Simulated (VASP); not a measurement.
Here is a VASP 6.6.1 calculation.

Contents of INCAR:

```
PREC = Accurate ; ENCUT = 520
EDIFF = 1E-8 ; ISMEAR = -1
SIGMA = 0.05 ; LREAL = False
LASPH = True ; NELM = 100
ALGO = Normal ; ISIF = 2
LWAVE = False ; LCHARG = False
GGA = PE ; LEFG = True
NBANDS = 8
```

Contents of KPOINTS:

```
Automatic mesh
0
Gamma
  13 13 13
```

The input POSCAR:

```
Sb
1.0
    3.1704984160      0.0000000000      0.0000000000
    0.0000000000      3.1704984160      0.0000000000
    0.0000000000      0.0000000000      3.1704984160
Sb
1
Direct
    0.0000000000      0.0000000000      0.0000000000
```

Potentials or basis: VASP PAW PBE potentials, release 64 (Sb).

Launch:

```console
$ cat potpaw_PBE.64/Sb/POTCAR > POTCAR
$ mpirun -np 1 vasp_std > vasp.out
```

Predict the pressure.

-3.0 GPa.

Caveat: without QUAD_EFG the Cq values of the log hold for a quadrupole moment of 1 mb, not for the nuclei.
